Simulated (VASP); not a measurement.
# Al3Cu (Pmmm) in VASP: a series of runs, part 2 of 2

VASP 6.6.1. Earlier steps stand in the parts before.

## (3) Single point, LDA

The input, INCAR:

```
ALGO = Fast
EDIFF = 1E-6
ENCUT = 520
ISIF = 2
ISMEAR = 0
LASPH = T
LCHARG = F
LREAL = F
LWAVE = F
NBANDS = 18
NELM = 60
PREC = Accurate
SIGMA = 0.15
```

The input, KPOINTS:

```
k-points
0
Gamma
  10 10 10
```

The input, POSCAR:

```
Al3Cu
1.0
    3.3408316053      0.0000000000      0.0000000000
    0.0000000000      4.1889051680      0.0000000000
    0.0000000000      0.0000000000      4.0349027188
Al Cu
3 1
Direct
    0.0000000000      0.5000000000      0.5000000000
    0.5000000000      0.0000000000      0.5000000000
    0.5000000000      0.5000000000      0.0000000000
    0.0000000000      0.0000000000      0.0000000000
```

Potentials or basis: VASP PAW LDA potentials, release 64 (Al, Cu).

On the command line:

```bash
$ cat potpaw_LDA.64/Al/POTCAR potpaw_LDA.64/Cu/POTCAR > POTCAR
$ mpirun -np 1 vasp_std > vasp.out
```

OUTCAR:

```text
EDIFF = 1E-6
   ENCUT = 520
   ISIF = 2
   ISMEAR = 0
   LASPH = T
   LREAL = F
   NELM = 60
   PREC = Accurate

 ion  position               nearest neighbor table
   1  0.000  0.500  0.500-   3 2.62   3 2.62   3 2.62   3 2.62   2 2.68   2 2.68   2 2.68   2 2.68
                             4 2.91   4 2.91   4 2.91   4 2.91
   2  0.500  0.000  0.500-   4 2.62   4 2.62   4 2.62   4 2.62   1 2.68   1 2.68   1 2.68   1 2.68
                             3 2.91   3 2.91   3 2.91   3 2.91
   3  0.500  0.500  0.000-   1 2.62   1 2.62   1 2.62   1 2.62   4 2.68   4 2.68   4 2.68   4 2.68
                             2 2.91   2 2.91   2 2.91   2 2.91
   4  0.000  0.000  0.000-   2 2.62   2 2.62   2 2.62   2 2.62   3 2.68   3 2.68   3 2.68   3 2.68
                             1 2.91   1 2.91   1 2.91   1 2.91

  LATTYP: Found a simple orthorhombic cell.
 ALAT       =     3.3408316053
 B/A-ratio  =     1.2077539953
 C/A-ratio  =     1.2538510356

  Lattice vectors:

 A1 = (  -3.3408316053,   0.0000000000,   0.0000000000)
 A2 = (   0.0000000000,   0.0000000000,   4.0349027188)
 A3 = (   0.0000000000,   4.1889051680,   0.0000000000)

Analysis of symmetry for initial positions (statically):
=====================================================================
 Subroutine PRICEL returns:
 Original cell was already a primitive cell.

 Routine SETGRP: Setting up the symmetry group for a
 simple orthorhombic supercell.

 Subroutine GETGRP returns: Found  8 space group operations
 (whereof  8 operations were pure point group operations)
 out of a pool of  8 trial point group operations.

The static configuration has the point symmetry D_2h.

Analysis of symmetry for dynamics (positions and initial velocities):
=====================================================================
 Subroutine PRICEL returns:
 Original cell was already a primitive cell.

 Routine SETGRP: Setting up the symmetry group for a
 simple orthorhombic supercell.

 Subroutine GETGRP returns: Found  8 space group operations
 (whereof  8 operations were pure point group operations)
 out of a pool of  8 trial point group operations.

The dynamic configuration has the point symmetry D_2h.

 Subroutine INISYM returns: Found  8 space group operations
 (whereof  8 operations are pure point group operations),
 and found     1 'primitive' translations

----------------------------------------------------------------------------------------

                                     Primitive cell

  volume of cell :      56.4662

  direct lattice vectors                    reciprocal lattice vectors
     3.340831605  0.000000000  0.000000000     0.299326670  0.000000000  0.000000000
     0.000000000  4.188905168  0.000000000     0.000000000  0.238725863  0.000000000
     0.000000000  0.000000000  4.034902719     0.000000000  0.000000000  0.247837450

  length of vectors
     3.340831605  4.188905168  4.034902719     0.299326670  0.238725863  0.247837450

  position of ions in fractional coordinates (direct lattice)
     0.000000000  0.500000000  0.500000000
     0.500000000  0.000000000  0.500000000
     0.500000000  0.500000000  0.000000000
     0.000000000  0.000000000  0.000000000

  ion indices of the primitive-cell ions
   primitive index   ion index
                 1           1
[... 33 lines left out ...]
  0.100000  0.000000  0.000000      2.000000
  0.200000  0.000000  0.000000      2.000000
  0.300000  0.000000  0.000000      2.000000
  0.400000  0.000000  0.000000      2.000000
  0.500000  0.000000  0.000000      1.000000
[... 16 lines left out ...]
  0.400000  0.300000  0.000000      4.000000
  0.500000  0.300000  0.000000      2.000000
 [... further k-points ...]
   k-points           NKPTS =    216   k-points in BZ     NKDIM =    216   number of bands    NBANDS=     18
   number of dos      NEDOS =    301   number of ions     NIONS =      4
   total plane-waves  NPLWV =  26880
   dimension x,y,z NGX =    28 NGY =   32 NGZ =   30
   dimension x,y,z NGXF=    56 NGYF=   64 NGZF=   60
   ions per type =               3   1
[... 18 lines left out ...]
   ISIF   =      2    stress and relaxation
   ISYM   =      2    0-nonsym 1-usesym 2-fastsym
   POTIM  = 0.5000    time-step for ionic-motion
   TEBEG  =    0.0;   TEEND  =   0.0 temperature during run
   PSTRESS=    0.0 pullay stress
   NELECT =      20.0000    total number of electrons
   NUPDOWN=      -1.0000    fix difference up-down
   EMIN   =  10.00;   EMAX   =-10.00  energy-range for DOS
   EFERMI =   0.00;   METHOD = LEGACY
   ISMEAR =     0;   SIGMA  =   0.15  broadening in eV -4-tet -1-fermi 0-gaus
   EFERMI_NEDOS =   21; number of points for ismear=-14 and -15
   IALGO  =     68    algorithm
   IMIX   =      4    mixing-type and parameters
     AMIX     =   0.40;   BMIX     =  1.00
     AMIX_MAG =   1.60;   BMIX_MAG =  1.00
  volume/ion in A,a.u.               =      14.12        95.26
  Fermi-wavevector in a.u.,A,eV,Ry     =   1.158303  2.188875 18.254465  1.341665
  Thomas-Fermi vector in A             =   2.294906
   LORBIT       =      0    0 simple, 1 ext, 2 COOP (PROOUT), +10 PAW based schemes
   GGA     = CA    functional components
   LHFCALC =     F    Hartree Fock is set to
   AEXX    =    0.0000 exact exchange contribution
   IVDW    =     0    specifies the selected vdW correction
   LEPSILON=     F    determine dielectric tensor
   LRPA    =     F    only Hartree local field effects (RPA)
 non-spin polarized calculation
 RMM-DIIS sequential band-by-band and
 Gauss-broadening in eV      SIGMA  =   0.15
  energy-cutoff  :      520.00
  volume of cell :       56.47
 maximum number of plane-waves:      1536
 NGX is ok and might be reduce to    28
   NGX = 13   NGY = 15   NGZ = 15

 number of electron      20.0000006 magnetization

 Free energy of the ion-electron system (eV)
  ---------------------------------------------------
  ext. energy  EPLUGINS =         0.00000000
  ---------------------------------------------------
  free energy    TOTEN  =       -17.03765296 eV

  energy without entropy =      -17.02378814  energy(sigma->0) =      -17.03072055

 E-fermi :   8.7884     XC(G=0): -11.2282

 val. band max:        8.7807238286   @ k =   0.4000   0.3000   0.2000
 cond. band min:       8.7942850483   @ k =   0.5000   0.0000   0.0000
 fundamental gap:      0.0135612197
 Fermi energy:         8.7883902520

 k-point     1 :       0.0000    0.0000    0.0000
  band No.  band energies     occupation
      1      -2.7999      2.00000
      2       3.7926      2.00000
      3       4.3138      2.00000
      4       4.9276      2.00000
      5       4.9927      2.00000
      6       4.9975      2.00000
[... 481 lines left out ...]
      5       4.4257      2.00000
      6       4.8908      2.00000
[... 10 lines left out ...]
     17      14.5036      0.00000
     18      14.6042      0.00000

 [... further k-points ...]

------------------------ aborting loop because EDIFF is reached ----------------------------------------

  FORCE on cell =-STRESS in cart. coord.  units (eV):
  Direction    XX          YY          ZZ          XY          YZ          ZX
  --------------------------------------------------------------------------------------
  -------------------------------------------------------------------------------------
  Total        2.6151792     -0.5155623      0.8127672      0.0000000      0.0000000      0.0000000
  in kB       74.2034084    -14.6286265     23.0615528      0.0000000      0.0000000      0.0000000
  external PRESSURE =      27.5454449 kB  Pullay stress =       0.0000000 kB

 VOLUME and BASIS-vectors are now :
 -----------------------------------------------------------------------------
  energy-cutoff  :      520.00
  volume of cell :       56.47
      direct lattice vectors                 reciprocal lattice vectors
     3.340831605  0.000000000  0.000000000     0.299326670  0.000000000  0.000000000
     0.000000000  4.188905168  0.000000000     0.000000000  0.238725863  0.000000000
     0.000000000  0.000000000  4.034902719     0.000000000  0.000000000  0.247837450

 POSITION                                       TOTAL-FORCE (eV/Angst)
 -----------------------------------------------------------------------------------
      0.00000      2.09445      2.01745         0.000000      0.000000      0.000000
      1.67042      0.00000      2.01745         0.000000      0.000000      0.000000
      1.67042      2.09445      0.00000         0.000000      0.000000      0.000000
      0.00000      0.00000      0.00000         0.000000      0.000000      0.000000
 -----------------------------------------------------------------------------------
    total drift:                               -0.000000     -0.000000     -0.000000

  FREE ENERGIE OF THE ION-ELECTRON SYSTEM (eV)
  ---------------------------------------------------
  free  energy   TOTEN  =       -17.0376529576 eV

  energy  without entropy=      -17.0237881377  energy(sigma->0) =      -17.03072055
```

OSZICAR:

```text
N       E                     dE             d eps       ncg     rms          rms(c)
DAV:   1     0.741730829606E+02    0.74173E+02   -0.83497E+03  7842   0.117E+03
DAV:   2    -0.153413444772E+02   -0.89514E+02   -0.82975E+02  8008   0.218E+02
DAV:   3    -0.196988890508E+02   -0.43575E+01   -0.41918E+01 10462   0.540E+01
DAV:   4    -0.197981166218E+02   -0.99228E-01   -0.98838E-01 11120   0.670E+00
DAV:   5    -0.197999618279E+02   -0.18452E-02   -0.18450E-02 10806   0.892E-01    0.170E+01
RMM:   6    -0.245949589038E+02   -0.47950E+01   -0.61010E+01  9975   0.112E+02    0.160E+01
RMM:   7    -0.174415119538E+02    0.71534E+01   -0.19763E+01  8702   0.669E+01    0.391E+00
RMM:   8    -0.170676647272E+02    0.37385E+00   -0.19703E+00  8642   0.214E+01    0.103E+00
RMM:   9    -0.170448447795E+02    0.22820E-01   -0.20355E-01  9024   0.222E+00    0.695E-01
RMM:  10    -0.170390692514E+02    0.57755E-02   -0.38737E-02  9626   0.247E+00    0.251E-01
RMM:  11    -0.170377414021E+02    0.13278E-02   -0.73625E-03 10237   0.619E-01    0.130E-01
RMM:  12    -0.170376431964E+02    0.98206E-04   -0.17251E-03 10363   0.572E-01    0.534E-02
RMM:  13    -0.170376487615E+02   -0.55651E-05   -0.43969E-04 11092   0.155E-01    0.209E-02
RMM:  14    -0.170376686531E+02   -0.19892E-04   -0.71991E-05 10776   0.101E-01    0.289E-02
RMM:  15    -0.170376512580E+02    0.17395E-04   -0.61628E-05  9830   0.117E-01    0.797E-03
RMM:  16    -0.170376527798E+02   -0.15218E-05   -0.14988E-05 10159   0.302E-02    0.498E-03
RMM:  17    -0.170376529576E+02   -0.17786E-06   -0.18067E-06  6795   0.168E-02
   1 F= -.17037653E+02 E0= -.17030721E+02  d E =-.138648E-01
```

It took 6.2 min on 1 thread of Intel Xeon 8259CL, shared host; peak memory 0.3 GiB.

What came out:

* Free energy: -17.0377 eV
* Pressure: 2.8 GPa
* Band gap on the k mesh: zero (bands 10 and 11 overlap by 5.64 eV)

Levels at points of the mesh, in eV from the Fermi level:
| k point | band 7 | band 8 | band 9 | band 10 | band 11 | band 12 | band 13 | band 14 |
| --- | --- | --- | --- | --- | --- | --- | --- | --- |
| (0.00, 0.00, 0.00) | -3.75 | -3.31 | -1.65 | -0.61 | 0.31 | 3.08 | 4.46 | 4.74 |
| (0.50, 0.00, 0.00) | -3.27 | -0.44 | 0.01 | 0.08 | 0.11 | 0.47 | 1.26 | 1.63 |
| (0.00, 0.50, 0.00) | -3.78 | -0.83 | -0.78 | -0.30 | 1.52 | 2.30 | 2.68 | 4.30 |
| (0.50, 0.50, 0.00) | -3.73 | -3.31 | -3.15 | 0.94 | 2.18 | 2.86 | 3.01 | 3.34 |
| (0.00, 0.00, 0.50) | -3.73 | -1.19 | -0.92 | -0.85 | 0.87 | 2.50 | 2.76 | 4.44 |
| (0.50, 0.00, 0.50) | -3.70 | -3.35 | -3.14 | 0.65 | 2.04 | 2.46 | 2.49 | 2.77 |
| (0.00, 0.50, 0.50) | -3.78 | -3.72 | -3.27 | 3.44 | 4.75 | 4.96 | 5.69 | 6.08 |
| (0.50, 0.50, 0.50) | -3.73 | -3.73 | -3.61 | -2.20 | -2.20 | -1.84 | -1.72 | 10.00 |

Caveat: the cell differs from its parent crystal (strain +e along x and -e along y -0.1100, strain +e along z and -e/2 along x and y +0.0467).

## (4) Single point, LDA

The input, INCAR:

```
ALGO     = Fast           # electronic algorithm
EDIFF    = 1E-6           # SCF threshold, eV
ENCUT    = 520            # plane-wave cutoff, eV
ISIF     = 2              # what is computed and relaxed
ISMEAR   = 0              # smearing method
LASPH    = True           # aspherical terms in the spheres
LCHARG   = True           # write CHGCAR
LELF     = True           # ELF
LREAL    = False          # projectors in reciprocal space
LVHAR    = True         
LWAVE    = False          # write WAVECAR
NBANDS   = 18             # bands
NELM     = 80             # most SCF steps
PREC     = Accurate       # precision mode
SIGMA    = 0.15           # smearing width, eV
```

KPOINTS is that of step 3.

The input, POSCAR:

```
Al3Cu
1.0
    3.5208544934      0.0000000000      0.0000000000
    0.0000000000      4.3689280561      0.0000000000
    0.0000000000      0.0000000000      3.6748569426
Al Cu
3 1
Direct
    0.0000000000      0.5000000000      0.5000000000
    0.5000000000      0.0000000000      0.5000000000
    0.5000000000      0.5000000000      0.0000000000
    0.0000000000      0.0000000000      0.0000000000
```

On the command line:

```bash
$ cat potpaw_LDA.64/Al/POTCAR potpaw_LDA.64/Cu/POTCAR > POTCAR
$ mpirun -np 1 vasp_std > vasp.out
```

Run time: 6.1 min. Hardware: 1 thread of Intel Xeon 8259CL, shared host; peak memory 0.3 GiB.

Results (log left out):

```yaml
Free_energy: -16.9305 eV
Pressure: 4.5 GPa
Band_gap_on_the_k_mesh: zero (bands 10 and 11 overlap by 4.69 eV)
```

Stress tensor (GPa, compression positive):
```
11.55  0.00  0.00
 0.00 -8.87  0.00
 0.00  0.00 10.81
```

Levels at points of the mesh, in eV from the Fermi level:
| k point | band 8 | band 9 | band 10 | band 11 | band 12 | band 13 |
| --- | --- | --- | --- | --- | --- | --- |
| (0.00, 0.00, 0.00) | -1.95 | -1.71 | -0.85 | 0.85 | 2.23 | 5.24 |
| (0.50, 0.00, 0.00) | -1.06 | -0.81 | -0.46 | 0.59 | 1.27 | 1.47 |
| (0.00, 0.50, 0.00) | 0.27 | 0.62 | 1.03 | 1.19 | 1.47 | 3.38 |
| (0.50, 0.50, 0.00) | -3.36 | -3.26 | 1.98 | 3.06 | 4.07 | 4.23 |
| (0.00, 0.00, 0.50) | -1.24 | -1.07 | -0.69 | 0.44 | 1.93 | 1.98 |
| (0.50, 0.00, 0.50) | -3.39 | -3.28 | 0.43 | 1.97 | 2.04 | 2.18 |
| (0.00, 0.50, 0.50) | -3.51 | -3.26 | 2.59 | 3.68 | 4.63 | 4.76 |
| (0.50, 0.50, 0.50) | -3.69 | -3.52 | -2.30 | -2.10 | -2.03 | -1.55 |

Caveat: the cell differs from its parent crystal (strain +e along x and -e along y -0.1100, strain +e along z and -e/2 along x and y -0.0467); the cell stands under pressure.

## (5) Single point, LDA

The input, INCAR:

```
PREC     = Accurate       # precision mode
ENCUT    = 520            # plane-wave cutoff, eV
EDIFF    = 1E-7           # SCF threshold, eV
ISMEAR   = 0              # smearing method
SIGMA    = 0.15           # smearing width, eV
LREAL    = F              # projectors in reciprocal space
LASPH    = T              # aspherical terms in the spheres
NELM     = 100            # most SCF steps
ALGO     = Fast           # electronic algorithm
ISIF     = 2              # what is computed and relaxed
LWAVE    = F              # write WAVECAR
LCHARG   = T              # write CHGCAR
GGA      = CA             # functional
LELF     = T              # ELF
LVHAR    = T            
NBANDS   = 18             # bands
```

The input, KPOINTS:

```
regular mesh
0
Gamma
  10 10 10
```

The input, POSCAR:

```
Al3Cu
1.0
    3.4373963450      0.0000000000      0.0000000000
    0.0000000000      4.0025217282      0.0000000000
    0.0000000000      0.0000000000      4.1247214188
Al Cu
3 1
Direct
    0.0000000000      0.5000000000      0.5000000000
    0.5000000000      0.0000000000      0.5000000000
    0.5000000000      0.5000000000      0.0000000000
    0.0000000000      0.0000000000      0.0000000000
```

On the command line:

```bash
$ cat potpaw_LDA.64/Al/POTCAR potpaw_LDA.64/Cu/POTCAR > POTCAR
$ mpirun -np 1 vasp_std > vasp.out
```

Run time: 9.2 min. Hardware: 1 thread of Intel Xeon 8259CL, shared host; peak memory 0.31 GiB.

Results (log left out):

```yaml
Free_energy: -17.1189 eV
Pressure: 2.1 GPa
Band_gap_on_the_k_mesh: zero (bands 10 and 11 overlap by 5.10 eV)
```

Stress tensor (GPa, compression positive):
```
 7.83  0.00  0.00
 0.00  0.77  0.00
 0.00  0.00 -2.35
```

Levels at points of the mesh, in eV from the Fermi level:
```
           k point  band 6  band 7  band 8  band 9  band 10  band 11  band 12  band 13  band 14  band 15
(0.00, 0.00, 0.00)   -3.76   -3.54   -3.14   -1.39    -0.41    -0.31     2.54     4.94     5.16     5.92
(0.50, 0.00, 0.00)   -3.74   -3.33   -0.34    0.04     0.14     0.21     0.45     1.48     1.66     2.96
(0.00, 0.50, 0.00)   -3.74   -3.70   -0.93   -0.70    -0.46     1.24     1.98     2.18     3.87     5.43
(0.50, 0.50, 0.00)   -4.01   -3.65   -3.30   -3.22     0.76     2.20     2.62     2.71     2.96     2.96
(0.00, 0.00, 0.50)   -3.77   -3.74   -0.62   -0.56    -0.02     1.76     1.82     2.11     3.76     5.35
(0.50, 0.00, 0.50)   -3.96   -3.69   -3.28   -3.22     1.01     2.33     2.93     3.15     3.26     3.46
(0.00, 0.50, 0.50)   -3.87   -3.72   -3.66   -3.24     2.94     4.33     4.50     5.14     5.68     5.76
(0.50, 0.50, 0.50)   -4.15   -3.80   -3.69   -3.57    -2.32    -2.15    -1.85    -1.77    10.43    10.77
```

Caveat: the cell differs from its parent crystal (strain +e along x and -e along y -0.0733, strain +e along z and -e/2 along x and y +0.0700).

## (6) Single point, LDA

The input, INCAR:

```
SYSTEM = Al3Cu
PREC     = Accurate       ! precision mode
ENCUT    = 520            ! plane-wave cutoff, eV
EDIFF    = 1E-6           ! SCF threshold, eV
ISMEAR   = 0              ! smearing method
SIGMA    = 0.15           ! smearing width, eV
LREAL    = .False.        ! projectors in reciprocal space
LASPH    = .True.         ! aspherical terms in the spheres
NELM     = 100            ! most SCF steps
ALGO     = Fast           ! electronic algorithm
ISIF     = 2              ! what is computed and relaxed
LWAVE    = .False.        ! write WAVECAR
LCHARG   = .False.        ! write CHGCAR
NBANDS   = 18             ! bands
```

The input, KPOINTS:

```
regular mesh
0
Gamma
  10 10 10
  0 0 0
```

The input, POSCAR:

```
Al3Cu
1.0
    3.7072379332      0.0000000000      0.0000000000
    0.0000000000      4.2723633164      0.0000000000
    0.0000000000      0.0000000000      3.5850382426
Al Cu
3 1
Direct
    0.0000000000      0.5000000000      0.5000000000
    0.5000000000      0.0000000000      0.5000000000
    0.5000000000      0.5000000000      0.0000000000
    0.0000000000      0.0000000000      0.0000000000
```

Potentials or basis: VASP PAW LDA potentials, release 64 (Al, Cu).

On the command line:

```bash
$ cat potpaw_LDA.64/Al/POTCAR potpaw_LDA.64/Cu/POTCAR > POTCAR
$ mpirun -np 1 vasp_std > vasp.out
```

Wall time 6.4 min (1 thread of Intel Xeon 8259CL, shared host); peak memory 0.3 GiB.

The run converged. Its results:

```
Free energy            : -17.0858 eV
Pressure               : 2.9 GPa
Band gap on the k mesh : zero (bands 10 and 11 overlap by 4.38 eV)
```

Stress tensor (GPa, compression positive):
```
 7.22  0.00  0.00
 0.00 -7.06  0.00
 0.00  0.00  8.61
```

Levels at points of the mesh, in eV from the Fermi level:
```csv
k point,band 7,band 8,band 9,band 10,band 11,band 12,band 13,band 14
"(0.00, 0.00, 0.00)",-3.72,-1.81,-1.64,-1.16,0.76,1.91,5.56,6.20
"(0.50, 0.00, 0.00)",-3.50,-0.99,-0.64,-0.51,0.87,1.61,1.66,3.38
"(0.00, 0.50, 0.00)",-3.72,0.32,0.58,0.89,1.15,1.21,3.10,3.26
"(0.50, 0.50, 0.00)",-3.67,-3.46,-3.20,2.34,3.54,4.31,4.47,4.94
"(0.00, 0.00, 0.50)",-3.41,-0.85,-0.45,-0.33,0.98,1.11,1.29,2.86
"(0.50, 0.00, 0.50)",-3.49,-3.30,-3.28,0.57,2.32,2.35,2.36,2.37
"(0.00, 0.50, 0.50)",-3.67,-3.35,-3.20,1.89,3.07,3.96,4.02,4.40
"(0.50, 0.50, 0.50)",-3.84,-3.63,-3.48,-2.34,-2.04,-1.98,-1.60,10.04
```

Caveat: the cell differs from its parent crystal (strain +e along x and -e along y -0.0733, strain +e along z and -e/2 along x and y -0.0700).

## (7) The runs side by side

```csv
cell,further INCAR settings,gap on the mesh (eV),pressure (GPa)
"a = 3.296, b = 4.144, c = 4.125 Å, 4 atoms",ALGO = Fast; EDIFF = 1e-06; NBANDS = 18,none,2.9
"a = 3.341, b = 4.189, c = 4.035 Å, 4 atoms",ALGO = Fast; EDIFF = 1e-06; NBANDS = 18,none,2.8
"a = 3.521, b = 4.369, c = 3.675 Å, 4 atoms",ALGO = Fast; EDIFF = 1e-06; NBANDS = 18,none,4.5
"a = 3.437, b = 4.003, c = 4.125 Å, 4 atoms",ALGO = Fast; EDIFF = 1e-07; NBANDS = 18,none,2.1
"a = 3.707, b = 4.272, c = 3.585 Å, 4 atoms",ALGO = Fast; EDIFF = 1e-06; NBANDS = 18,none,2.9
```

Alike in all rows: task single point; level LDA; potentials or basis VASP PAW LDA potentials, release 64 (Al, Cu); no spin polarisation; k mesh 10 × 10 × 10; cutoff (eV) 520; smearing gaussian 0.15 eV.

Caveats: the cell stands under pressure (at least some runs).

Total energies depend on the potentials used, so only differences within one code and one set of settings carry meaning.
